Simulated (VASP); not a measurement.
# Si4N (Immm) in VASP: notebook

Si4N is run at these levels: PBE; tasks: single point.

All numbers are computed with VASP 6.6.1; they aren't measurements. Logs are shortened: lines on timing, memory, paths and dates and some standing lists are left out, and cuts for length are marked.

**1. The cell of the first run**

Symmetry: Immm, No. 71, orthorhombic system. Conventional cell: a = 3.407 Å, b = 5.634 Å, c = 6.509 Å, α = 90.00°, β = 90.00°, γ = 90.00°. Si (site symmetry m) has 4 Si at 2.03 to 2.19 Å and 3 N at 2.49 to 2.63 Å within 2.7 Å. Within 3.5 Å of N (site symmetry mmm) lie 12 Si at 2.49 to 2.63 Å and 2 N at 3.41 Å.

The cell was built from a structure type or drawn by symmetry, and may not be a known phase.

**2. Single point, PBE, collinear spin, ferromagnetic start**

Input file INCAR:

```
SYSTEM = Si4N
PREC     = Accurate       ! precision mode
ENCUT    = 520            ! plane-wave cutoff, eV
EDIFF    = 1E-6           ! SCF threshold, eV
ISMEAR   = 0              ! smearing method
SIGMA    = 0.1            ! smearing width, eV
LREAL    = .FALSE.        ! projectors in reciprocal space
LASPH    = .TRUE.         ! aspherical terms in the spheres
NELM     = 150            ! most SCF steps
ALGO     = Normal         ! electronic algorithm
ISIF     = 2              ! what is computed and relaxed
LWAVE    = .FALSE.        ! write WAVECAR
LCHARG   = .FALSE.        ! write CHGCAR
ISPIN    = 2              ! spin polarisation
MAGMOM   = 0 0 0 0 1      ! initial moments
LORBIT   = 11             ! projections on sites
GGA      = PE             ! functional
NBANDS   = 22             ! bands
```

Input file KPOINTS:

```
regular mesh
0
G
  6 6 6
  0 0 0
```

Input file POSCAR:

```
Si4N
1.0
   -1.7036446900      2.8168838900      3.2543486900
    1.7036446900     -2.8168838900      3.2543486900
    1.7036446900      2.8168838900     -3.2543486900
Si N
4 1
Direct
    0.1508000000      0.3441000100      0.8067000000
    0.8492000000      0.6558999900      0.1933000000
    0.4625999900      0.6558999900      0.8067000000
    0.5374000100      0.3441000100      0.1933000000
    0.0000000000      0.0000000000      0.0000000000
```

Potentials or basis: VASP PAW PBE potentials, release 64 (Si, N).

Launch:

```
> cat potpaw_PBE.64/Si/POTCAR potpaw_PBE.64/N/POTCAR > POTCAR
> mpirun -np 1 vasp_std > vasp.out
```

OUTCAR:

```text
SYSTEM = Si4N
   PREC = Accurate
   ENCUT = 520
   EDIFF = 1E-6
   ISMEAR = 0
   LREAL = .FALSE.
   LASPH = .TRUE.
   NELM = 150
   ISIF = 2
   ISPIN = 2
   LORBIT = 11
   GGA = PE

 ion  position               nearest neighbor table
   1  0.151  0.344  0.807-   3 2.03   4 2.18   2 2.19   2 2.19   2 2.98
   2  0.849  0.656  0.193-   4 2.03   3 2.18   1 2.19   1 2.19   1 2.98
   3  0.463  0.656  0.807-   1 2.03   2 2.18   4 2.19   4 2.19   4 2.98
   4  0.537  0.344  0.193-   2 2.03   1 2.18   3 2.19   3 2.19   3 2.98
   5  0.000  0.000  0.000-

  LATTYP: Found a body centered orthorhombic cell.
 ALAT       =     3.4072893800
 B/A-ratio  =     1.6534456431
 C/A-ratio  =     1.9102273550

  Lattice vectors:

 A1 = (  -1.7036446900,   2.8168838900,   3.2543486900)
 A2 = (   1.7036446900,  -2.8168838900,   3.2543486900)
 A3 = (   1.7036446900,   2.8168838900,  -3.2543486900)

Analysis of symmetry for initial positions (statically):
=====================================================================
 Subroutine PRICEL returns:
 Original cell was already a primitive cell.

 Routine SETGRP: Setting up the symmetry group for a
 body centered orthorhombic supercell.

 Subroutine GETGRP returns: Found  8 space group operations
 (whereof  8 operations were pure point group operations)
 out of a pool of  8 trial point group operations.

The static configuration has the point symmetry D_2h.

Analysis of symmetry for dynamics (positions and initial velocities):
=====================================================================
 Subroutine PRICEL returns:
 Original cell was already a primitive cell.

 Routine SETGRP: Setting up the symmetry group for a
 body centered orthorhombic supercell.

 Subroutine GETGRP returns: Found  8 space group operations
 (whereof  8 operations were pure point group operations)
 out of a pool of  8 trial point group operations.

The dynamic configuration has the point symmetry D_2h.

Analysis of structural, dynamic, and magnetic symmetry:
=====================================================================
 Subroutine PRICEL returns:
 Original cell was already a primitive cell.

 Routine SETGRP: Setting up the symmetry group for a
 body centered orthorhombic supercell.

 Subroutine GETGRP returns: Found  8 space group operations
 (whereof  8 operations were pure point group operations)
 out of a pool of  8 trial point group operations.

The overall configuration has the point symmetry D_2h.

 Subroutine INISYM returns: Found  8 space group operations
 (whereof  8 operations are pure point group operations),
 and found     1 'primitive' translations

[... 127 lines left out ...]
   AEXX    =    0.0000 exact exchange contribution
   IVDW    =     0    specifies the selected vdW correction
   LEPSILON=     F    determine dielectric tensor
   LRPA    =     F    only Hartree local field effects (RPA)
 spin polarized calculation
 Gauss-broadening in eV      SIGMA  =   0.10
  energy-cutoff  :      520.00
  volume of cell :       62.47
 maximum number of plane-waves:      1704
 NGX is ok and might be reduce to    36
   NGX = 17   NGY = 17   NGZ = 17

 number of electron      21.0000000 magnetization       0.0004323

 Free energy of the ion-electron system (eV)
  ---------------------------------------------------
  ext. energy  EPLUGINS =         0.00000000
  ---------------------------------------------------
  free energy    TOTEN  =       -22.01767422 eV

  energy without entropy =      -22.00183968  energy(sigma->0) =      -22.00975695

 E-fermi :   9.2516     XC(G=0): -11.2459

 val. band max:        9.2455219962   @ k =   0.3333  -0.3333   0.3333
 cond. band min:       9.2666626280   @ k =   0.5000   0.5000   0.1667
 fundamental gap:      0.0211406318
 Fermi energy:         9.2515644908

 spin component 1

 k-point     1 :       0.0000    0.0000    0.0000
  band No.  band energies     occupation
      1      -6.5045      1.00000
      2      -1.6204      1.00000
      3       1.3888      1.00000
      4       1.7495      1.00000
      5       2.4456      1.00000
      6       5.0442      1.00000
[... 589 lines left out ...]
     21      21.0276      0.00000
     22      21.3413      0.00000

 [... further k-points ...]

 spin component 2

 k-point     1 :       0.0000    0.0000    0.0000
  band No.  band energies     occupation
      1      -6.5044      1.00000
      2      -1.6201      1.00000
      3       1.3888      1.00000
      4       1.7496      1.00000
      5       2.4456      1.00000
      6       5.0443      1.00000
[... 589 lines left out ...]
     21      21.0276      0.00000
     22      21.3414      0.00000

 [... further k-points ...]
[... 5 lines left out ...]
  --------------------------------------------------------------------------------------
  -------------------------------------------------------------------------------------
  Total        9.7923194     15.9574049     29.1410930     -0.0000000      0.0000000      0.0000000
  in kB      251.1447510    409.2614144    747.3849943     -0.0000000      0.0000000      0.0000000
  external PRESSURE =     469.2637199 kB  Pullay stress =       0.0000000 kB

 VOLUME and BASIS-vectors are now :
 -----------------------------------------------------------------------------
  energy-cutoff  :      520.00
  volume of cell :       62.47
      direct lattice vectors                 reciprocal lattice vectors
    -1.703644690  2.816883890  3.254348690     0.000000000  0.177501104  0.153640574
     1.703644690 -2.816883890  3.254348690     0.293488427  0.000000000  0.153640574
     1.703644690  2.816883890 -3.254348690     0.293488427  0.177501104  0.000000000

 POSITION                                       TOTAL-FORCE (eV/Angst)
 -----------------------------------------------------------------------------------
      1.70364      1.72788     -1.01471        -0.000000     -1.643156     -3.923580
     -0.00000      1.08901      4.26905         0.000000      1.643156      3.923580
      1.70364      1.72788      1.01471         0.000000     -1.643156      3.923580
     -0.00000      1.08901      2.23964        -0.000000      1.643156     -3.923580
      0.00000      0.00000      0.00000         0.000000      0.000000     -0.000000
 -----------------------------------------------------------------------------------
    total drift:                                0.000000      0.000000      0.000000

  FREE ENERGIE OF THE ION-ELECTRON SYSTEM (eV)
  ---------------------------------------------------
  free  energy   TOTEN  =       -22.0176742236 eV

  energy  without entropy=      -22.0018396780  energy(sigma->0) =      -22.00975695

 total charge

# of ion       s       p       d       tot
------------------------------------------
    1        0.831   1.028   0.000   1.859
    2        0.831   1.028   0.000   1.859
    3        0.831   1.028   0.000   1.859
    4        0.831   1.028   0.000   1.859
    5        1.349   2.097   0.000   3.445
--------------------------------------------------
tot          4.673   6.210   0.000  10.883

 magnetization (x)

# of ion       s       p       d       tot
------------------------------------------
    1        0.000   0.000   0.000   0.000
    2        0.000   0.000   0.000   0.000
    3        0.000   0.000   0.000   0.000
    4        0.000   0.000   0.000   0.000
    5        0.000   0.000   0.000   0.000
--------------------------------------------------
tot          0.000   0.000   0.000   0.000
```

stdout:

```text
POSCAR found type information on POSCAR SiN
 POSCAR found :  2 types and       5 ions
 scaLAPACK will be used
 LDA part: xc-table for (Slater+PW92), standard interpolation
 POSCAR, INCAR and KPOINTS ok, starting setup
 FFT: planning ... GRIDC
 FFT: planning ... GRID_SOFT
 FFT: planning ... GRID
 WAVECAR not read
 entering main loop
```

Run time: 5.1 min. Hardware: 1 thread of AMD EPYC 7R13, shared host; peak memory 0.25 GiB.

Results:

- Free energy: -22.0177 eV
- Pressure: 46.9 GPa
- Largest force: 4.254 eV/Å
- Net moment: 0.00 μB per cell
- Valence electrons inside the program's atomic spheres: Si 1.86; N 3.44

Forces in eV/Å, atoms in the order of the input:
```
Si   0.000 -1.643 -3.924
Si   0.000  1.643  3.924
Si   0.000 -1.643  3.924
Si   0.000  1.643 -3.924
N    0.000  0.000  0.000
```

Levels at points of the mesh, in eV from the Fermi level:
Spin up:
```tsv
k point	band 7	band 8	band 9	band 10	band 11	band 12	band 13	band 14	band 15	band 16
(0.00, 0.00, 0.00)	-2.05	-2.02	-1.25	-0.91	-0.86	-0.32	1.61	2.55	3.75	4.70
(0.50, 0.00, 0.00)	-2.87	-1.54	-0.85	-0.49	0.93	1.23	2.17	4.00	4.96	4.99
(0.00, 0.50, 0.00)	-5.63	-3.83	-1.96	-1.04	-0.85	1.25	2.37	4.83	5.06	5.40
(0.50, 0.50, 0.00)	-3.72	-1.74	-1.69	-0.99	-0.62	-0.21	2.29	3.02	3.58	5.35
(0.50, 0.50, 0.50)	-0.87	-0.55	-0.15	0.67	1.37	1.41	1.59	4.04	4.07	4.58
```
Spin down:
```
           k point  band 8  band 9  band 10  band 11  band 12  band 13  band 14  band 15
(0.00, 0.00, 0.00)   -2.02   -1.25    -0.91    -0.86    -0.32     1.61     2.55     3.75
(0.50, 0.00, 0.00)   -1.54   -0.85    -0.49     0.93     1.23     2.17     4.00     4.96
(0.00, 0.50, 0.00)   -3.83   -1.96    -1.04    -0.85     1.25     2.37     4.83     5.06
(0.50, 0.50, 0.00)   -1.74   -1.69    -0.99    -0.62    -0.21     2.29     3.02     3.58
(0.50, 0.50, 0.50)   -0.55   -0.15     0.67     1.37     1.41     1.59     4.04     4.07
```

Caveat: the cell stands under pressure; forces of over 1 eV/Å act on the atoms, so gaps and moduli don't describe the material at rest.

**3. Single point, PBE, collinear spin, ferromagnetic start**

This run uses another cell than the first one, of 16.57 Å³/atom.

Input file INCAR:

```
  PREC = Accurate
  ENCUT = 520
  EDIFF = 1E-6
  ISMEAR = 0
  SIGMA = 0.1
  LREAL = F
  LASPH = T
  NELM = 150
  ALGO = Normal
  ISIF = 2
  LWAVE = F
  LCHARG = F
  ISPIN = 2
  MAGMOM = 0 0 0 0 1
  LORBIT = 11
  GGA = PE
  NBANDS = 22
```

Input file KPOINTS:

```
Automatic mesh
0
Gamma
  6 6 6
```

Input file POSCAR:

```
Si4N
1.0
   -1.9938129353      2.8886337629      3.5968033105
    1.9938129353     -2.8886337629      3.5968033105
    1.9938129353      2.8886337629     -3.5968033105
Si N
4 1
Direct
    0.8965304077      0.1619741111      0.7345562966
    0.1034695923      0.8380258889      0.2654437034
    0.4274178146      0.1619741111      0.2654437034
    0.5725821854      0.8380258889      0.7345562966
    0.0000000000      0.0000000000      0.0000000000
```

Potentials or basis: VASP PAW PBE potentials, release 64 (Si, N).

Launch:

```
> cat potpaw_PBE.64/Si/POTCAR potpaw_PBE.64/N/POTCAR > POTCAR
> mpirun -np 1 vasp_std > vasp.out
```

Run time: 5.5 min. Hardware: 1 thread of AMD EPYC 7R13, shared host; peak memory 0.31 GiB.

The run converged. Its results:

* Free energy: -28.2139 eV
* Pressure: 0.0 GPa
* Largest force: 0.010 eV/Å
* Net moment: 0.00 μB per cell
* Valence electrons inside the program's atomic spheres: Si 1.62; N 3.75

Forces in eV/Å, atoms in the order of the input:
```
Si   0.000  0.008 -0.007
Si   0.000 -0.008  0.007
Si   0.000 -0.008 -0.007
Si   0.000  0.008  0.007
N    0.000  0.000  0.000
```

Stress tensor (GPa, compression positive):
```
-0.07  0.00  0.00
 0.00  0.03  0.00
 0.00  0.00 -0.09
```

Levels at points of the mesh, in eV from the Fermi level:
Spin up:
```
           k point  band 8  band 9  band 10  band 11  band 12  band 13
(0.00, 0.00, 0.00)   -3.32   -2.50    -1.79    -0.35     1.34     2.38
(0.50, 0.00, 0.00)   -3.21   -2.53    -0.52     0.14     0.76     1.20
(0.00, 0.50, 0.00)   -4.00   -3.05    -1.52     0.29     0.82     1.43
(0.50, 0.50, 0.00)   -3.41   -2.92    -1.67     0.53     2.06     2.82
(0.50, 0.50, 0.50)   -1.47   -0.64    -0.54    -0.10     1.53     1.65
```
Spin down:
```tsv
k point	band 8	band 9	band 10	band 11	band 12	band 13
(0.00, 0.00, 0.00)	-3.32	-2.50	-1.79	-0.35	1.34	2.38
(0.50, 0.00, 0.00)	-3.21	-2.53	-0.52	0.14	0.76	1.20
(0.00, 0.50, 0.00)	-4.00	-3.05	-1.52	0.29	0.82	1.43
(0.50, 0.50, 0.00)	-3.41	-2.92	-1.67	0.53	2.06	2.82
(0.50, 0.50, 0.50)	-1.47	-0.64	-0.54	-0.10	1.53	1.65
```

(Part 1 of 2 ends here.)
